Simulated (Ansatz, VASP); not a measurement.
## Two plane-wave programs on NaH6Os2

File INCAR:

```
  ALGO = Normal
  EDIFF = 1E-6
  EDIFFG = -0.04
  ENCUT = 600
  GGA = PE
  IBRION = 2
  ISIF = 3
  ISMEAR = 0
  LASPH = True
  LCHARG = False
  LREAL = False
  LWAVE = False
  NELM = 80
  NSW = 90
  PREC = Accurate
  SIGMA = 0.1
```

KPOINTS

```
k-points
0
Gamma
  4 4 4
```

File POSCAR:

```
NaH6Os2
1.0
    0.0000000000      3.5347574700      3.5347574700
    3.5347574700      0.0000000000      3.5347574700
    3.5347574700      3.5347574700      0.0000000000
Na H Os
1 6 2
Direct
    0.5000000000      0.5000000000      0.5000000000
    0.7627423300      0.2372576700      0.2372576700
    0.2372576700      0.7627423300      0.7627423300
    0.2372576700      0.7627423300      0.2372576700
    0.7627423300      0.2372576700      0.7627423300
    0.2372576700      0.2372576700      0.7627423300
    0.7627423300      0.7627423300      0.2372576700
    0.7500000000      0.7500000000      0.7500000000
    0.0000000000      0.0000000000      0.0000000000
```

Input for Ansatz:

```yaml
crystal:
  lattice:
    - [0.0, 3.53475747, 3.53475747]
    - [3.53475747, 0.0, 3.53475747]
    - [3.53475747, 3.53475747, 0.0]
  atoms:
    - { symbol: Na, position: [0.5, 0.5, 0.5] }
    - { symbol: H, position: [0.76274233, 0.23725767, 0.23725767] }
    - { symbol: H, position: [0.23725767, 0.76274233, 0.76274233] }
    - { symbol: H, position: [0.23725767, 0.76274233, 0.23725767] }
    - { symbol: H, position: [0.76274233, 0.23725767, 0.76274233] }
    - { symbol: H, position: [0.23725767, 0.23725767, 0.76274233] }
    - { symbol: H, position: [0.76274233, 0.76274233, 0.23725767] }
    - { symbol: Os, position: [0.75, 0.75, 0.75] }
    - { symbol: Os, position: [0.0, 0.0, 0.0] }
basis:
  ecutwfc: 420
kpoints:
  mp_grid: { grid: [4, 4, 4] }
hamiltonian:
  xc: pbe
scf:
  occupations: { method: gaussian, width: 0.1 }
  lower_state_search: "off"
output:
  forces: true
  stress: true
  eigenvalues: true
relax:
  adjacent_minimum: "off"
  f_tol: 0.04
  max_steps: 70
  cell: { stress_tol: 0.4 }
```

Alike in both runs: task relaxation of cell and atoms; functional PBE; k mesh 4 × 4 × 4; occupations gaussian, width 0.1 eV; no spin polarisation.

|  | VASP | Ansatz |
| --- | --- | --- |
| version | VASP 6.6.1 | Ansatz 0.2.0 |
| potentials or method | VASP PAW PBE potentials, release 64 (Na_pv, H, Os), cutoff 600 eV | scalar-relativistic, plane waves, PAW |
| valence electrons in the cell | 29 | 47 |

|  | VASP | Ansatz | Ansatz less VASP |
| --- | --- | --- | --- |
| gap on the k mesh at the Fermi level, each at its own relaxed structure (eV) | none | none | - |
| relaxed volume (Å³/atom) | 9.33 | 9.33 | +0.002 |
| relaxed cell length with the largest relative difference (Å) | 4.915 | 4.916 | +0.0003 |

A gap of «none» marks a metal or a gap that the smearing closes. VASP's potentials hold 29 valence electrons a cell and Ansatz's 47, so a difference there can come from the potentials and not from the codes.

The k mesh is coarse, so the values compare programs but aren't converged. Neither program's run includes spin-orbit coupling.
